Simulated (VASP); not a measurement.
Runs of VASP 6.6.1 on InP. The structure is that of space group F-43m (No. 216), or close to it. The cells are those of the table. 

| cell | gap on the mesh (eV) | pressure (GPa) |
| --- | --- | --- |
| a = 4.060 Å, angles 60.0°, 2 atoms | 1.05 | 8.6 |
| a = 4.117 Å, angles 60.0°, 2 atoms | 0.82 | 4.9 |
| a = 4.226 Å, angles 60.0°, 2 atoms | 0.39 | -0.5 |
| a = 4.172 Å, angles 60.0°, 2 atoms | 0.60 | (b) |
| a = 4.199 Å, angles 60.0°, 2 atoms | 0.50 | (a) |

Alike in all rows: task single point; level PBE; potentials or basis VASP PAW PBE potentials, release 64 (In_d, P); no spin polarisation; k mesh 6 × 6 × 6; cutoff (eV) 500; smearing gaussian 0.01 eV.

Task: Fill in the values left out.

Result: (a) 0.6; (b) 1.9.

Caveats: spin-orbit coupling is left out, which moves the levels of the heavy elements.

A k mesh can miss the band edges, and the runs leave out spin-orbit coupling on In.
